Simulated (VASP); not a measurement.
# S (Fm-3m) in VASP: further runs, part 2 of 2

VASP 6.6.1. The steps go on from the part before.

### Step 4. Single point, PBEsol+D3(BJ)

This run uses another cell than the first one, of 15.44 Å³/atom, 1.058 times its volume.

File INCAR:

```
ALGO = Normal ; EDIFF = 1E-6
ENCUT = 520 ; GGA = PS
ISIF = 2 ; ISMEAR = -1
IVDW = 12 ; LASPH = True
LCHARG = False ; LREAL = False
LWAVE = False ; NBANDS = 9
NELM = 100 ; PREC = Accurate
SIGMA = 0.01
```

File KPOINTS:

```
k-points
0
Gamma
  10 10 10
```

File POSCAR:

```
S
1.0
    0.0000000000      1.9764624893      1.9764624893
    1.9764624893      0.0000000000      1.9764624893
    1.9764624893      1.9764624893      0.0000000000
S
1
Direct
    0.0000000000      0.0000000000      0.0000000000
```

Potentials or basis: VASP PAW PBE potentials, release 64 (S).

The run is started by

```bash
$ cat potpaw_PBE.64/S/POTCAR > POTCAR
$ mpirun -np 1 vasp_std > vasp.out
```

OUTCAR:

```text
EDIFF = 1E-6
   ENCUT = 520
   GGA = PS
   ISIF = 2
   ISMEAR = -1
   IVDW = 12
   LASPH = True
   LREAL = False
   NELM = 100
   PREC = Accurate
 IVDW          = 12

 ion  position               nearest neighbor table
   1  0.000  0.000  0.000-

  LATTYP: Found a face centered cubic cell.
 ALAT       =     3.9529249786

  Lattice vectors:

 A1 = (   0.0000000000,   1.9764624893,   1.9764624893)
 A2 = (   1.9764624893,   0.0000000000,   1.9764624893)
 A3 = (   1.9764624893,   1.9764624893,   0.0000000000)

Analysis of symmetry for initial positions (statically):
=====================================================================
 Subroutine PRICEL returns:
 Original cell was already a primitive cell.

 Routine SETGRP: Setting up the symmetry group for a
 face centered cubic supercell.

 Subroutine GETGRP returns: Found 48 space group operations
 (whereof 48 operations were pure point group operations)
 out of a pool of 48 trial point group operations.

The static configuration has the point symmetry O_h .

Analysis of symmetry for dynamics (positions and initial velocities):
=====================================================================
[... 164 lines left out ...]
  band No.  band energies     occupation
      1      -9.2202      2.00000
      2      11.1217      0.00000
      3      11.1217      0.00000
      4      11.1217      0.00000
      5      19.8864      0.00000
      6      19.8864      0.00000
      7      19.8864      0.00000
      8      22.3793      0.00000
      9      25.3997      0.00000
[... 265 lines left out ...]
 k-point    24 :       0.4000    0.3000    0.0000
  band No.  band energies     occupation
      1      -5.3358      2.00000
      2       3.8592      2.00000
      3       6.8113      2.00000
      4       7.6361      1.86024
      5      14.5241      0.00000
      6      15.6467      0.00000
      7      26.1423      0.00000
      8      26.6611      0.00000
      9      29.7728      0.00000

 [... further k-points ...]

------------------------ aborting loop because EDIFF is reached ----------------------------------------

 Edisp (eV)   -0.30875

 E8    (eV) :    -0.1773

  FORCE on cell =-STRESS in cart. coord.  units (eV):
  Direction    XX          YY          ZZ          XY          YZ          ZX
  --------------------------------------------------------------------------------------
  -------------------------------------------------------------------------------------
  Total      -0.68191    -0.68191    -0.68191     0.00000    -0.00000    -0.00000
  in kB     -70.75232   -70.75232   -70.75232     0.00000    -0.00000    -0.00000
  external pressure =      -70.75 kB  Pullay stress =        0.00 kB

 VOLUME and BASIS-vectors are now :
 -----------------------------------------------------------------------------
  energy-cutoff  :      520.00
  volume of cell :       15.44
      direct lattice vectors                 reciprocal lattice vectors
     0.000000000  1.976462489  1.976462489    -0.252977227  0.252977227  0.252977227
     1.976462489  0.000000000  1.976462489     0.252977227 -0.252977227  0.252977227
     1.976462489  1.976462489  0.000000000     0.252977227  0.252977227 -0.252977227

 POSITION                                       TOTAL-FORCE (eV/Angst)
 -----------------------------------------------------------------------------------
      0.00000      0.00000      0.00000         0.000000      0.000000      0.000000
 -----------------------------------------------------------------------------------
    total drift:                               -0.000000     -0.000000     -0.000000

  FREE ENERGIE OF THE ION-ELECTRON SYSTEM (eV)
  ---------------------------------------------------
  free  energy   TOTEN  =        -3.6520134726 eV

  energy  without entropy=       -3.6515727461  energy(sigma->0) =       -3.65179311
```

Run time: 11 s. Hardware: 1 thread of AMD EPYC 7R13, shared host; peak memory 0.11 GiB.

What came out:

| Property | Result |
| --- | --- |
| Free energy | -3.6520 eV |
| Pressure | -7.1 GPa |
| Band gap on the k mesh | zero (band 3 reaches 11.12 eV, above the bottom of band 4 at 5.22 eV) |
| Dispersion energy per atom | -0.309 eV |

Levels at points of the mesh, in eV from the Fermi level:
```csv
k point,band 1,band 2,band 3,band 4,band 5,band 6,band 7
"(0.00, 0.00, 0.00)",-16.88,3.46,3.46,3.46,12.22,12.22,12.22
"(0.50, 0.00, 0.00)",-12.58,-7.59,2.11,2.11,9.58,11.41,11.41
"(0.50, 0.50, 0.00)",-10.84,-6.55,-0.75,-0.75,5.31,5.82,22.31
```

Caveat: three body term missing; the PAW data sets were made with another functional, which shifts forces and pressure a little; pairwise dispersion overbinds metals, which lowers pressure and volume.

### Step 5. Single point, PBEsol+D3(BJ)

This run uses another cell than the first one, of 15.86 Å³/atom, 1.087 times its volume.

File INCAR:

```
SYSTEM = S
ALGO     = Normal         ! electronic algorithm
EDIFF    = 1E-6           ! SCF threshold, eV
ENCUT    = 520            ! plane-wave cutoff, eV
GGA      = PS             ! functional
ISIF     = 2              ! what is computed and relaxed
ISMEAR   = -1             ! smearing method
IVDW     = 12             ! dispersion correction
LASPH    = .True.         ! aspherical terms in the spheres
LCHARG   = .False.        ! write CHGCAR
LREAL    = .False.        ! projectors in reciprocal space
LWAVE    = .False.        ! write WAVECAR
NBANDS   = 9              ! bands
NELM     = 60             ! most SCF steps
PREC     = Accurate       ! precision mode
SIGMA    = 0.01           ! smearing width, eV
```

File KPOINTS:

```
k-points
0
Gamma
  10 10 10
  0 0 0
```

File POSCAR:

```
S
1.0
    0.0000000000      1.9943500000      1.9943500000
    1.9943500000      0.0000000000      1.9943500000
    1.9943500000      1.9943500000      0.0000000000
S
1
Direct
    0.0000000000      0.0000000000      0.0000000000
```

The run is started by

```bash
$ cat potpaw_PBE.64/S/POTCAR > POTCAR
$ mpirun -np 1 vasp_std > vasp.out
```

Wall time 9 s (1 thread of AMD EPYC 7R13, shared host); peak memory 0.11 GiB.

It converged, with:

- Free energy: -3.6309 eV
- Pressure: -9.0 GPa
- Band gap on the k mesh: zero (band 3 reaches 10.58 eV, above the bottom of band 4 at 4.94 eV)
- Dispersion energy per atom: -0.300 eV

Levels at points of the mesh, in eV from the Fermi level:
```csv
k point,band 1,band 2,band 3,band 4,band 5,band 6,band 7,band 8
"(0.00, 0.00, 0.00)",-16.60,3.31,3.31,3.31,12.21,12.21,12.21,14.29
"(0.50, 0.00, 0.00)",-12.48,-7.35,2.02,2.02,9.49,11.42,11.42,17.04
"(0.50, 0.50, 0.00)",-10.83,-6.34,-0.73,-0.73,5.38,5.94,22.06,23.41
```

Caveat: three body term missing; the PAW data sets were made with another functional, which shifts forces and pressure a little; pairwise dispersion overbinds metals, which lowers pressure and volume.

### Step 6. Single point, PBEsol+D3(BJ)

This run uses another cell than the first one, of 16.29 Å³/atom, 1.116 times its volume.

File INCAR:

```
PREC = Accurate
ENCUT = 520
EDIFF = 1E-6
ISMEAR = -1
SIGMA = 0.01
LREAL = False
LASPH = True
NELM = 80
ALGO = Normal
ISIF = 2
LWAVE = False
LCHARG = False
GGA = PS
IVDW = 12
NBANDS = 9
```

File KPOINTS:

```
Automatic mesh
0
Gamma
  10 10 10
```

File POSCAR:

```
S
1.0
    0.0000000000      2.0119222711      2.0119222711
    2.0119222711      0.0000000000      2.0119222711
    2.0119222711      2.0119222711      0.0000000000
S
1
Direct
    0.0000000000      0.0000000000      0.0000000000
```

Potentials or basis: VASP PAW PBE potentials, release 64 (S).

The run is started by

```bash
$ cat potpaw_PBE.64/S/POTCAR > POTCAR
$ mpirun -np 1 vasp_std > vasp.out
```

It took 15 s on 1 thread of AMD EPYC 7R13, shared host; peak memory 0.11 GiB.

It converged, with:

| Quantity | Value |
| --- | --- |
| Free energy | -3.6050 eV |
| Pressure | -10.7 GPa |
| Band gap on the k mesh | zero (band 3 reaches 10.06 eV, above the bottom of band 4 at 4.67 eV) |
| Dispersion energy per atom | -0.292 eV |

Levels at points of the mesh, in eV from the Fermi level:
| k point | band 1 | band 2 | band 3 | band 4 | band 5 | band 6 |
| --- | --- | --- | --- | --- | --- | --- |
| (0.00, 0.00, 0.00) | -16.34 | 3.18 | 3.18 | 3.18 | 12.20 | 12.20 |
| (0.50, 0.00, 0.00) | -12.39 | -7.11 | 1.93 | 1.93 | 9.40 | 11.42 |
| (0.50, 0.50, 0.00) | -10.82 | -6.14 | -0.70 | -0.70 | 5.44 | 6.05 |

Caveat: three body term missing; the PAW data sets were made with another functional, which shifts forces and pressure a little; pairwise dispersion overbinds metals, which lowers pressure and volume.

### Step 7. Summary

| cell | gap on the mesh (eV) | pressure (GPa) |
| --- | --- | --- |
| a = 2.743 Å, angles 60.0°, 1 atom | none | -2.1 |
| a = 2.769 Å, angles 60.0°, 1 atom | none | -4.8 |
| a = 2.795 Å, angles 60.0°, 1 atom | none | -7.1 |
| a = 2.820 Å, angles 60.0°, 1 atom | none | -9.0 |
| a = 2.845 Å, angles 60.0°, 1 atom | none | -10.7 |

Alike in all rows: task single point; level PBEsol+D3(BJ); potentials or basis VASP PAW PBE potentials, release 64 (S); no spin polarisation; k mesh 10 × 10 × 10; cutoff (eV) 520; smearing fermi-dirac 0.01 eV.

Caveats: three body term missing; the PAW data sets were made with another functional, which shifts forces and pressure a little; pairwise dispersion overbinds metals, which lowers pressure and volume.

Absolute energies hang on the potentials; compare differences alone.
